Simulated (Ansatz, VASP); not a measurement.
# O: VASP beside Ansatz

The input INCAR:

```
SYSTEM = O
ALGO = Normal
EDIFF = 1E-6
ENCUT = 520
GGA = PE
ISIF = 2
ISMEAR = -1
LASPH = .True.
LCHARG = .False.
LREAL = .False.
LWAVE = .False.
NBANDS = 13
NELM = 80
PREC = Accurate
SIGMA = 0.05
```

Contents of KPOINTS:

```
k-points
0
Gamma
  10 10 7
  0 0 0
```

File POSCAR:

```
O
1.0
    2.8514028533     -1.6624159400      0.0000000000
    2.8514028533      1.6624159400      0.0000000000
   -2.3944914034      0.0000000000      3.6470501824
O
2
Direct
    0.9759870000      0.9781390000      0.8392170000
    0.0063250000      0.0450590000      0.1663370000
```

The input input.yaml:

```yaml
crystal:
  lattice:
    - [2.8514028533, -1.66241594, 0.0]
    - [2.8514028533, 1.66241594, 0.0]
    - [-2.3944914034, 0.0, 3.6470501824]
  atoms:
    - { symbol: O, position: [0.975987, 0.978139, 0.839217] }
    - { symbol: O, position: [0.006325, 0.045059, 0.166337] }
kpoints:
  mp_grid: { grid: [10, 10, 7] }
scf:
  occupations: { method: fermi_dirac, width: 0.05 }
hamiltonian:
  xc: pbe
  pseudopotentials: { kind: all_electron, lapw: { basis_error: 0.001 } }
output:
  forces: true
  stress: true
  eigenvalues: true
  populations: true
```

Change from the starting cell: atoms moved at random, drawn with an rms of 0.05 Å.

Alike in both runs: task single point; functional PBE; k mesh 10 × 10 × 7; occupations fermi-dirac, width 0.05 eV; no spin polarisation.

```csv
,VASP,Ansatz
version,VASP 6.6.1,Ansatz 0.2.0
potentials or method,"VASP PAW PBE potentials, release 64 (O), cutoff 520 eV","all-electron LAPW, scalar-relativistic"
```

```csv
,VASP,Ansatz,Ansatz less VASP
gap on the k mesh at the Fermi level (eV),none,none,-
pressure (GPa),-8.8,-9.8,-1.06
"traceless stress, the component that is largest in VASP (GPa)",-11.70,-13.69,-1.989
rms of the force components (eV/Å),2.033,2.410,+0.3763
```

Atom by atom the forces differ by 0.376 eV/Å (rms over components). A gap of «none» marks a metal or a gap that the smearing closes. Ansatz ran all-electron here, and VASP with PAW potentials.

Noted on VASP's run: spin is off for a triplet molecule. Noted on Ansatz's run: spin is off for a triplet molecule.
